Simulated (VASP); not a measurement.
Crystal: GaSb.

```xyz
2
Lattice="0.0000 3.0793 3.0793 3.0793 0.0000 3.0793 3.0793 3.0793 0.0000" Properties=species:S:1:pos:R:3 pbc="T T T"
Sb    4.6189    4.6189    4.6189
Ga    0.0000    0.0000    0.0000
```

Base run:

- Program: VASP 6.6.1
- Functional: r2SCAN
- Dispersion: rVV10
- Potentials or basis: VASP PAW PBE potentials, release 64 (Sb, Ga_d)
- Cutoff: 520 eV
- k mesh: 8 × 8 × 8
- Occupations: fermi-dirac, width 0.05 eV
- Spin: no spin polarisation

Its results: band gap on the k mesh 0.30 eV, direct; pressure -1.2 GPa.

Problem. The run is repeated on the same cell with these changes: dispersion from rVV10 to none. What comes out?

Solution. Band gap on the k mesh 0.30 eV, direct; pressure -0.6 GPa.

Dispersion adds attraction, which lowers the pressure at fixed volume.

Caveats: the PAW data sets were made with another functional, which shifts forces and pressure a little; spin-orbit coupling is left out, which moves the levels of the heavy elements.

A k mesh can miss the band edges.
